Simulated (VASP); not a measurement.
# Ag (Fmmm) in VASP: further runs

The runs below take Ag through single point, with PBE.

All numbers are computed with VASP 6.6.1; they aren't measurements. Logs are shortened: lines on timing, memory, paths and dates and some standing lists are left out, and cuts for length are marked.

**1. The cell of the first run**

It takes space group Fmmm (No. 69, orthorhombic). The conventional cell has a = 4.075 Å, b = 4.147 Å, c = 4.220 Å, α = 90.00°, β = 90.00°, γ = 90.00°. Ag (site symmetry mmm) has 12 Ag at 2.91 to 2.96 Å within 3.8 Å.

**2. Single point, PBE (strain +0.0175 x Voigt [1, -1, 0, 0, 0, 0])**

INCAR

```
PREC     = Accurate       # precision mode
ENCUT    = 520            # plane-wave cutoff, eV
EDIFF    = 1E-6           # SCF threshold, eV
ISMEAR   = 0              # smearing method
SIGMA    = 0.15           # smearing width, eV
LREAL    = False          # projectors in reciprocal space
LASPH    = True           # aspherical terms in the spheres
NELM     = 60             # most SCF steps
ALGO     = Fast           # electronic algorithm
ISIF     = 2              # what is computed and relaxed
LWAVE    = False          # write WAVECAR
LCHARG   = False          # write CHGCAR
GGA      = PE             # functional
NBANDS   = 12             # bands
```

KPOINTS

```
regular mesh
0
Gamma
  24 24 24
```

POSCAR

```
Ag
1.0
    0.0000000000      2.0373077743      2.0735956990
    2.1098836237      0.0000000000      2.0735956990
    2.1098836237      2.0373077743      0.0000000000
Ag
1
Direct
    0.0000000000      0.0000000000      0.0000000000
```

Potentials or basis: VASP PAW PBE potentials, release 64 (Ag).

Command:

```bash
cat potpaw_PBE.64/Ag/POTCAR > POTCAR
mpirun -np 1 vasp_std > vasp.out
```

OUTCAR:

```text
PREC = Accurate
   ENCUT = 520
   EDIFF = 1E-6
   ISMEAR = 0
   LREAL = False
   LASPH = True
   NELM = 60
   ISIF = 2
   GGA = PE

 ion  position               nearest neighbor table
   1  0.000  0.000  0.000-

  LATTYP: Found a face centered orthorhombic cell.
 ALAT       =     4.0746155486
 B/A-ratio  =     1.0178117048
 C/A-ratio  =     1.0356234096

  Lattice vectors:

 A1 = (  -2.1098836237,   0.0000000000,  -2.0735956990)
 A2 = (  -2.1098836237,   2.0373077743,   0.0000000000)
 A3 = (   0.0000000000,   2.0373077743,  -2.0735956990)

Analysis of symmetry for initial positions (statically):
=====================================================================
 Subroutine PRICEL returns:
 Original cell was already a primitive cell.

 Routine SETGRP: Setting up the symmetry group for a
 face centered orthorhombic supercell.

 Subroutine GETGRP returns: Found  8 space group operations
 (whereof  8 operations were pure point group operations)
 out of a pool of  8 trial point group operations.

The static configuration has the point symmetry D_2h.

Analysis of symmetry for dynamics (positions and initial velocities):
=====================================================================
 Subroutine PRICEL returns:
 Original cell was already a primitive cell.

 Routine SETGRP: Setting up the symmetry group for a
 face centered orthorhombic supercell.

 Subroutine GETGRP returns: Found  8 space group operations
 (whereof  8 operations were pure point group operations)
 out of a pool of  8 trial point group operations.

The dynamic configuration has the point symmetry D_2h.

 Subroutine INISYM returns: Found  8 space group operations
 (whereof  8 operations are pure point group operations),
 and found     1 'primitive' translations

----------------------------------------------------------------------------------------

                                     Primitive cell

  volume of cell :      17.8266

  direct lattice vectors                    reciprocal lattice vectors
     0.000000000  2.037307774  2.073595699    -0.236979895  0.245421927  0.241127043
     2.109883624  0.000000000  2.073595699     0.236979895 -0.245421927  0.241127043
     2.109883624  2.037307774  0.000000000     0.236979895  0.245421927 -0.241127043

  length of vectors
     2.906960972  2.958277882  2.932956166     0.417772239  0.417772239  0.417772239

  position of ions in fractional coordinates (direct lattice)
     0.000000000  0.000000000  0.000000000

  ion indices of the primitive-cell ions
   primitive index   ion index
                 1           1

----------------------------------------------------------------------------------------

 KPOINTS: regular mesh

Automatic generation of k-mesh.
 Grid dimensions read from file:
 generate k-points for:   24   24   24

 Generating k-lattice:

  Cartesian coordinates                     Fractional coordinates (reciprocal lattice)
    -0.009874162  0.010225914  0.010046960     0.041666667  0.000000000  0.000000000
     0.009874162 -0.010225914  0.010046960    -0.000000000  0.041666667 -0.000000000
     0.009874162  0.010225914 -0.010046960     0.000000000  0.000000000  0.041666667

  Length of vectors
     0.017407177  0.017407177  0.017407177

  Shift w.r.t. Gamma in fractional coordinates (k-lattice)
     0.000000000  0.000000000  0.000000000

 Subroutine IBZKPT returns following result:
 ===========================================

 Found   1963 irreducible k-points:

 Following reciprocal coordinates:
            Coordinates               Weight
  0.000000  0.000000  0.000000      1.000000
  0.041667  0.000000  0.000000      8.000000
  0.083333 -0.000000  0.000000      8.000000
  0.125000 -0.000000  0.000000      8.000000
  0.166667  0.000000  0.000000      8.000000
  0.208333  0.000000  0.000000      8.000000
[... 16 lines left out ...]
  0.416667  0.041667 -0.000000      8.000000
  0.458333  0.041667 -0.000000      8.000000
 [... further k-points ...]
   k-points           NKPTS =   1963   k-points in BZ     NKDIM =   1963   number of bands    NBANDS=     12
   number of dos      NEDOS =    301   number of ions     NIONS =      1
   total plane-waves  NPLWV =  13824
   dimension x,y,z NGX =    24 NGY =   24 NGZ =   24
   dimension x,y,z NGXF=    48 NGYF=   48 NGZF=   48
   ions per type =               1
   NGX,Y,Z   is equivalent  to a cutoff of  13.73, 13.49, 13.60 a.u.
   NGXF,Y,Z  is equivalent  to a cutoff of  27.45, 26.97, 27.21 a.u.
 SYSTEM =  unknown system
   PREC   = accura    normal or accurate (medium, high low for compatibility)
   ISTART =      0    job   : 0-new  1-cont  2-samecut
   ICHARG =      2    charge: 1-file 2-atom 10-const
   ISPIN  =      1    spin polarized calculation?
   LNONCOLLINEAR =      F non collinear calculations
   LSORBIT =      F    spin-orbit coupling
   LASPH  =      T    aspherical Exc in radial PAW
   ENCUT  =  520.0 eV  38.22 Ry    6.18 a.u.   5.41  5.50  5.45*2*pi/ulx,y,z
   NELM   =     60;   NELMIN=  2; NELMDL= -5     # of ELM steps
   EDIFF  = 0.1E-05   stopping-criterion for ELM
   LREAL  =      F    real-space projection
   EDIFFG = 0.1E-04   stopping-criterion for IOM
   NSW    =      0    number of steps for IOM
   IBRION =     -1    ionic relax: 0-MD 1-quasi-New 2-CG
   NFREE  =      0    steps in history (QN), initial steepest desc. (CG)
   ISIF   =      2    stress and relaxation
   ISYM   =      2    0-nonsym 1-usesym 2-fastsym
   POTIM  = 0.5000    time-step for ionic-motion
   TEBEG  =    0.0;   TEEND  =   0.0 temperature during run
   PSTRESS=    0.0 pullay stress
   NELECT =      11.0000    total number of electrons
   NUPDOWN=      -1.0000    fix difference up-down
   EMIN   =  10.00;   EMAX   =-10.00  energy-range for DOS
   EFERMI =   0.00;   METHOD = LEGACY
   ISMEAR =     0;   SIGMA  =   0.15  broadening in eV -4-tet -1-fermi 0-gaus
   EFERMI_NEDOS =   21; number of points for ismear=-14 and -15
   IALGO  =     68    algorithm
   IMIX   =      4    mixing-type and parameters
     AMIX     =   0.40;   BMIX     =  1.00
     AMIX_MAG =   1.60;   BMIX_MAG =  1.00
  volume/ion in A,a.u.               =      17.83       120.30
  Fermi-wavevector in a.u.,A,eV,Ry     =   1.393743  2.633792 26.429577  1.942519
  Thomas-Fermi vector in A             =   2.517359
   LORBIT       =      0    0 simple, 1 ext, 2 COOP (PROOUT), +10 PAW based schemes
   GGA     = PE    functional components
   LHFCALC =     F    Hartree Fock is set to
   AEXX    =    0.0000 exact exchange contribution
   IVDW    =     0    specifies the selected vdW correction
   LEPSILON=     F    determine dielectric tensor
   LRPA    =     F    only Hartree local field effects (RPA)
 non-spin polarized calculation
 RMM-DIIS sequential band-by-band and
 Gauss-broadening in eV      SIGMA  =   0.15
  energy-cutoff  :      520.00
  volume of cell :       17.83
 maximum number of plane-waves:       510
 NGX is ok and might be reduce to    24
   NGX = 11   NGY = 11   NGZ = 11

 number of electron      10.9999999 magnetization

 Free energy of the ion-electron system (eV)
  ---------------------------------------------------
  ext. energy  EPLUGINS =         0.00000000
  ---------------------------------------------------
  free energy    TOTEN  =        -2.71930288 eV

  energy without entropy =       -2.71687027  energy(sigma->0) =       -2.71808658

 E-fermi :   7.8746     XC(G=0): -11.9459

 val. band max:        7.8694447623   @ k =   0.5000   0.2500   0.0833
 cond. band min:       7.8763394453   @ k =   0.1667   0.5000   0.0417
 fundamental gap:      0.0068946830
 Fermi energy:         7.8746229524

 k-point     1 :       0.0000    0.0000    0.0000
  band No.  band energies     occupation
      1       0.3804      2.00000
      2       3.0744      2.00000
      3       3.1798      2.00000
      4       3.2778      2.00000
      5       4.0361      2.00000
      6       4.2187      2.00000
      7      23.7612      0.00000
      8      26.8671      0.00000
      9      27.0606      0.00000
     10      27.2675      0.00000
     11      31.7622      0.00000
     12      32.4474      0.00000

 k-point     2 :       0.0417    0.0000    0.0000
  band No.  band energies     occupation
      1       0.4331      2.00000
      2       3.0804      2.00000
      3       3.1852      2.00000
      4       3.2832      2.00000
      5       4.0320      2.00000
      6       4.2119      2.00000
      7      23.7682      0.00000
      8      26.5191      0.00000
      9      26.9837      0.00000
     10      27.2105      0.00000
     11      31.8618      0.00000
     12      32.4672      0.00000

 k-point     3 :       0.0833   -0.0000    0.0000
  band No.  band energies     occupation
      1       0.5883      2.00000
      2       3.0856      2.00000
      3       3.2035      2.00000
      4       3.3079      2.00000
      5       4.0231      2.00000
      6       4.1942      2.00000
      7      23.7015      0.00000
      8      25.4952      0.00000
      9      27.0061      0.00000
     10      27.2313      0.00000
     11      31.3336      0.00000
     12      32.4221      0.00000

 k-point     4 :       0.1250   -0.0000    0.0000
  band No.  band energies     occupation
      1       0.8352      2.00000
      2       3.0748      2.00000
      3       3.2412      2.00000
      4       3.3552      2.00000
      5       4.0204      2.00000
      6       4.1744      2.00000
      7      23.1022      0.00000
      8      24.7453      0.00000
      9      27.0460      0.00000
     10      27.2666      0.00000
     11      30.6709      0.00000
     12      32.0372      0.00000

 k-point     5 :       0.1667    0.0000    0.0000
  band No.  band energies     occupation
      1       1.1481      2.00000
      2       3.0769      2.00000
      3       3.2822      2.00000
      4       3.4076      2.00000
      5       4.0425      2.00000
      6       4.1687      2.00000
      7      21.7794      0.00000
      8      24.5714      0.00000
      9      27.0542      0.00000
     10      27.2763      0.00000
     11      30.1771      0.00000
     12      31.3630      0.00000
[... 228 lines left out ...]
      1       1.8524      2.00000
      2       3.2188      2.00000
      3       3.3850      2.00000
      4       4.0580      2.00000
      5       4.5526      2.00000
      6       4.7421      2.00000
      7      16.0572      0.00000
      8      23.6634      0.00000
      9      25.4455      0.00000
     10      26.8851      0.00000
     11      29.6740      0.00000
     12      30.6196      0.00000

 k-point    22 :       0.3750    0.0417   -0.0000
  band No.  band energies     occupation
      1       1.8242      2.00000
      2       3.1678      2.00000
      3       3.3355      2.00000
      4       4.3627      2.00000
      5       4.6801      2.00000
      6       5.3955      2.00000
      7      14.5637      0.00000
      8      23.3661      0.00000
      9      25.1914      0.00000
     10      26.2694      0.00000
     11      29.8456      0.00000
     12      30.6080      0.00000

 k-point    23 :       0.4167    0.0417   -0.0000
  band No.  band energies     occupation
      1       1.7828      2.00000
      2       3.1232      2.00000
      3       3.2915      2.00000
      4       4.5547      2.00000
      5       4.7853      2.00000
      6       6.2257      2.00000
      7      13.1780      0.00000
      8      23.1218      0.00000
      9      24.9684      0.00000
     10      25.7772      0.00000
     11      29.9224      0.00000
     12      30.5850      0.00000

 k-point    24 :       0.4583    0.0417   -0.0000
  band No.  band energies     occupation
      1       1.7487      2.00000
      2       3.0915      2.00000
      3       3.2601      2.00000
      4       4.6805      2.00000
      5       4.8541      2.00000
      6       7.0691      2.00000
      7      11.9914      0.00000
      8      22.9540      0.00000
      9      24.7850      0.00000
     10      25.4689      0.00000
     11      29.9453      0.00000
     12      30.5735      0.00000

 [... further k-points ...]
[... 5 lines left out ...]
  --------------------------------------------------------------------------------------
  -------------------------------------------------------------------------------------
  Total       -0.0730536      0.0658049      0.0105173      0.0000000     -0.0000000      0.0000000
  in kB       -6.5657264      5.9142488      0.9452466      0.0000000     -0.0000000      0.0000000
  external PRESSURE =       0.0979230 kB  Pullay stress =       0.0000000 kB

 VOLUME and BASIS-vectors are now :
 -----------------------------------------------------------------------------
  energy-cutoff  :      520.00
  volume of cell :       17.83
      direct lattice vectors                 reciprocal lattice vectors
     0.000000000  2.037307774  2.073595699    -0.236979895  0.245421927  0.241127043
     2.109883624  0.000000000  2.073595699     0.236979895 -0.245421927  0.241127043
     2.109883624  2.037307774  0.000000000     0.236979895  0.245421927 -0.241127043

 POSITION                                       TOTAL-FORCE (eV/Angst)
 -----------------------------------------------------------------------------------
      0.00000      0.00000      0.00000         0.000000      0.000000      0.000000
 -----------------------------------------------------------------------------------
    total drift:                               -0.000000      0.000000      0.000000

  FREE ENERGIE OF THE ION-ELECTRON SYSTEM (eV)
  ---------------------------------------------------
  free  energy   TOTEN  =        -2.7193028777 eV

  energy  without entropy=       -2.7168702738  energy(sigma->0) =       -2.71808658
```

Run time: 7.5 min. Hardware: 1 thread of Intel Xeon 8259CL, shared host; peak memory 0.5 GiB.

What came out:

```yaml
Free_energy: -2.7193 eV
Pressure: 0.0 GPa
Band_gap_on_the_k_mesh: zero (an odd number of electrons rules out a gap without spin polarisation)
```

Caveat: the cell differs from its parent crystal (strain +0.0175 x Voigt [1, -1, 0, 0, 0, 0]).

(Part 1 of 2 ends here.)
